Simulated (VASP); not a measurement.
Set up this calculation in VASP 6.6.1, as the native input.

```yaml
Task: single point
Functional: LDA
Potentials_or_basis: VASP PAW LDA potentials, release 64 (Al, N)
Cutoff: 520 eV
k_mesh: 9 × 9 × 6
Occupations: gaussian, width 0.05 eV
Spin: no spin polarisation
Dipole_correction: no
Further_INCAR_settings: ALGO = Normal; EDIFF = 1e-07; NBANDS = 16
```

The structure of AlN lies in POSCAR:

```
AlN
1.0
    3.0268000000      0.0000000000      0.0000000000
   -1.5134000000      2.6212856922      0.0000000000
    0.0000000000      0.0000000000      5.3391000000
Al N
2 2
Direct
    0.3333333333      0.6666666667      0.0078140842
    0.6666666667      0.3333333333      0.5078140842
    0.3333333333      0.6666666667      0.3771859158
    0.6666666667      0.3333333333      0.8771859158
```

These files were run (other wordings do the same):

INCAR

```
SYSTEM = AlN
PREC = Accurate ; ENCUT = 520
EDIFF = 1E-7 ; ISMEAR = 0
SIGMA = 0.05 ; LREAL = .False.
LASPH = .True. ; NELM = 60
ALGO = Normal ; ISIF = 2
LWAVE = .False. ; LCHARG = .True.
GGA = CA ; LELF = .True.
LVHAR = .True. ; NBANDS = 16
```

KPOINTS

```
regular mesh
0
Gamma
  9 9 6
  0 0 0
```

Potentials or basis: VASP PAW LDA potentials, release 64 (Al, N).

Launch:

```bash
$ cat potpaw_LDA.64/Al/POTCAR potpaw_LDA.64/N/POTCAR > POTCAR
$ mpirun -np 1 vasp_std > vasp.out
```

Results of the run:

```yaml
Pressure: -5.6 GPa
Largest_force: 0.021 eV/Å
Band_gap_on_the_k_mesh: 3.71 eV, direct
```

It took 27 s on 1 thread of Intel(R) Xeon(R) Platinum 8259CL CPU @ 2.50GHz (Skylake/Cascade Lake) (shared host), peak memory 0.15 GiB.
